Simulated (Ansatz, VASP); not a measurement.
# Two plane-wave programs on WSe2

The input INCAR:

```
PREC     = Accurate       # precision mode
ENCUT    = 520            # plane-wave cutoff, eV
EDIFF    = 1E-6           # SCF threshold, eV
ISMEAR   = 0              # smearing method
SIGMA    = 0.05           # smearing width, eV
LREAL    = False          # projectors in reciprocal space
LASPH    = True           # aspherical terms in the spheres
NELM     = 100            # most SCF steps
ALGO     = Normal         # electronic algorithm
ISIF     = 2              # what is computed and relaxed
LWAVE    = False          # write WAVECAR
LCHARG   = True           # write CHGCAR
GGA      = PE             # functional
IVDW     = 12             # dispersion correction
LELF     = True           # ELF
LVHAR    = True         
NBANDS   = 35             # bands
```

The input KPOINTS:

```
regular mesh
0
Gamma
  12 12 2
```

The input POSCAR:

```
WSe2
1.0
    3.2791854394      0.0000000000      0.0000000000
   -1.6395927197      2.8398578942      0.0000000000
    0.0000000000      0.0000000000     12.7881288370
W Se
2 4
Direct
    0.6666666667      0.3333333333      0.2499618226
    0.3333333333      0.6666666667      0.7500381774
    0.3333333333      0.6666666667      0.3816640774
    0.6666666667      0.3333333333      0.8817396248
    0.3333333333      0.6666666667      0.1182603752
    0.6666666667      0.3333333333      0.6183359226
```

Input for Ansatz:

```yaml
crystal:
  lattice:
    - [3.2791854394, 0.0, 0.0]
    - [-1.6395927197, 2.8398578942, 0.0]
    - [0.0, 0.0, 12.788128837]
  atoms:
    - { symbol: W, position: [0.6666666667, 0.3333333333, 0.2499618226] }
    - { symbol: W, position: [0.3333333333, 0.6666666667, 0.7500381774] }
    - { symbol: Se, position: [0.3333333333, 0.6666666667, 0.3816640774] }
    - { symbol: Se, position: [0.6666666667, 0.3333333333, 0.8817396248] }
    - { symbol: Se, position: [0.3333333333, 0.6666666667, 0.1182603752] }
    - { symbol: Se, position: [0.6666666667, 0.3333333333, 0.6183359226] }
basis:
  ecutwfc: 420
kpoints:
  mp_grid: { grid: [12, 12, 2] }
hamiltonian:
  xc: pbe
  dispersion: d3bj
scf:
  occupations: { method: gaussian, width: 0.05 }
output:
  forces: true
  stress: true
  eigenvalues: true
```

Alike in both runs: task single point; functional PBE; dispersion D3(BJ); k mesh 12 × 12 × 2; occupations gaussian, width 0.05 eV; no spin polarisation.

|  | VASP | Ansatz |
| --- | --- | --- |
| version | VASP 6.6.1 | Ansatz 0.2.0 |
| potentials or method | VASP PAW PBE potentials, release 64 (W_sv, Se), cutoff 520 eV | scalar-relativistic, plane waves, PAW |
| valence electrons in the cell | 52 | 92 |

Ansatz gave:

```
gap on the k mesh at the Fermi level (eV)                     : 0.90
least direct gap on the mesh (eV)                             : 1.57
pressure (GPa)                                                : 0.0
traceless stress, the component that is largest in VASP (GPa) : 0.01
rms of the force components (eV/Å)                            : 0.000
```

Problem. What did VASP give for the same quantities?

Solution. gap on the k mesh at the Fermi level (eV): 0.89; least direct gap on the mesh (eV): 1.56; pressure (GPa): 0.3; traceless stress, the component that is largest in VASP (GPa): 0.09; rms of the force components (eV/Å): 0.023.

Atom by atom the forces differ by 0.023 eV/Å (rms over components). VASP's potentials hold 52 valence electrons a cell and Ansatz's 92, so a difference there can come from the potentials and not from the codes.

Neither program's run includes spin-orbit coupling.
